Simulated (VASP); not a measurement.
Input of a VASP 6.6.1 run:

Contents of POSCAR:

```
MgS
1.0
    0.0000000000      2.6015177399      2.6015177399
    2.6015177399      0.0000000000      2.6015177399
    2.6015177399      2.6015177399      0.0000000000
Mg S
1 1
Direct
    0.0000000000      0.0000000000      0.0000000000
    0.5000000000      0.5000000000      0.5000000000
```

File INCAR.step1:

```
SYSTEM = MgS
PREC = Accurate
ENCUT = 520
EDIFF = 1E-5
ISMEAR = 0
SIGMA = 0.01
LREAL = .FALSE.
LASPH = .TRUE.
NELM = 80
ALGO = Normal
ISIF = 2
LWAVE = .TRUE.
LCHARG = .FALSE.
NBANDS = 11
GGA = PE
```

Contents of INCAR.step2:

```
SYSTEM = MgS
PREC = Accurate
ENCUT = 520
EDIFF = 1E-7
ISMEAR = 0
SIGMA = 0.01
LREAL = .FALSE.
LASPH = .TRUE.
NELM = 80
ALGO = Normal
ISIF = 2
LWAVE = .FALSE.
LCHARG = .FALSE.
GGA = PE
LHFCALC = .TRUE.
AEXX = 1.0
HFSCREEN = 0.5
PRECFOCK = Normal
NBANDS = 11
ISTART = 1
ALDAC = 1.0
AGGAC = 1.0
```

KPOINTS

```
regular mesh
0
G
  4 4 4
  0 0 0
```

Potentials or basis: VASP PAW PBE potentials, release 64 (Mg, S).

Launch:

```sh
$ cat potpaw_PBE.64/Mg/POTCAR potpaw_PBE.64/S/POTCAR > POTCAR
$ cp INCAR.step1 INCAR
$ mpirun -np 1 vasp_std > vasp.out
$ cp INCAR.step2 INCAR
$ mpirun -np 1 vasp_std > vasp.out
```

(1) What does it give for the band gap on the k mesh?

(2) Predict the pressure.

Answers

(1) 4.67 eV, indirect (least direct gap 6.02 eV).

(2) -3.1 GPa.

Caveat: the k points lie up to 0.52 Å⁻¹ apart; the PAW data sets were made with another functional, which shifts forces and pressure a little.
